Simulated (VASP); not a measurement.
Ta2Si2Ge: relaxation of cell and atoms with PBE

The system is Ta2Si2Ge.

```xyz
5
Lattice="3.6246 0.0000 0.0000 -1.8123 3.1390 0.0000 0.0000 0.0000 7.5190" Properties=species:S:1:pos:R:3 pbc="T T T"
Ta    0.0000    2.0926    1.7861
Ta    0.0000    2.0926    5.7330
Si    1.8123    1.0463    2.6152
Si    1.8123    1.0463    4.9039
Ge    0.0000    2.0926    0.0000
```

The cell was generated, and may not be a known phase.

```json
{"Program": "VASP 6.6.1", "Task": "relaxation of cell and atoms", "Functional": "PBE", "Potentials or basis": "VASP PAW PBE potentials, release 64 (Ta_sv_GW, Si, Ge_d)", "Cutoff": "550 eV", "k mesh": "6 × 6 × 2", "Occupations": "gaussian, width 0.1 eV", "Spin": "no spin polarisation", "Dipole correction": "no", "Further INCAR settings": "ALGO = Normal; EDIFF = 1e-07; IBRION = 2; EDIFFG = -0.04; NSW = 90; ISIF = 3"}
```

```yaml
Relaxed_volume: 18.72 Å³/atom
Relaxed_cell: a = 3.539 Å, b = 3.539 Å, c = 8.626 Å, α = 90.00°, β = 90.00°, γ = 120.00°
Space_group_after_relaxing_to_0.1_Å: P-6m2 (No. 187)
Pressure_after_relaxing: 0.1 GPa
Largest_force_after_relaxing: 0.019 eV/Å
Band_gap_on_the_k_mesh: zero (bands 24 and 25 overlap by 0.67 eV)
```

Forces on the atoms (eV/Å):
```
Ta   0.000  0.000  0.019
Ta   0.000  0.000 -0.019
Si   0.000  0.000  0.003
Si   0.000  0.000 -0.003
Ge   0.000  0.000  0.000
```

Stress tensor (GPa, compression positive):
```
0.05 0.00 0.00
0.00 0.05 0.00
0.00 0.00 0.26
```

Final structure:
```
Ta Si Ge
1.0
     3.53949    0.00000    0.00000
    -1.76975    3.06529    0.00000
     0.00000    0.00000    8.62578
Ta Si Ge
2 2 1
Direct
  0.33333 0.66667 0.34579
  0.33333 0.66667 0.65421
  0.66667 0.33333 0.17167
  0.66667 0.33333 0.82833
  0.33333 0.66667 0.00000
```

Levels at points of the mesh, in eV from the Fermi level:
```csv
k point,band 21,band 22,band 23,band 24,band 25,band 26,band 27,band 28
"(0.00, 0.00, 0.00)",-1.18,-0.87,-0.87,-0.23,-0.23,1.47,1.47,1.56
"(0.50, 0.00, 0.00)",-2.26,-1.63,-1.25,-0.98,0.42,1.14,1.49,2.53
"(0.00, 0.00, 0.50)",-1.32,-1.32,0.11,0.14,0.14,0.32,0.32,2.04
"(0.50, 0.00, 0.50)",-2.15,-1.65,-1.64,-0.21,1.27,1.50,1.67,1.76
```

Wall time 24 min on 1 thread of AMD EPYC 9R45 96-Core Processor (Zen 5), with other jobs on the host, peak memory 0.22 GiB.

Caveat: the k points lie up to 0.36 Å⁻¹ apart in the final cell, too coarse for converged energies and pressures of a metal; spin-orbit coupling is left out, which moves the levels of the heavy elements.
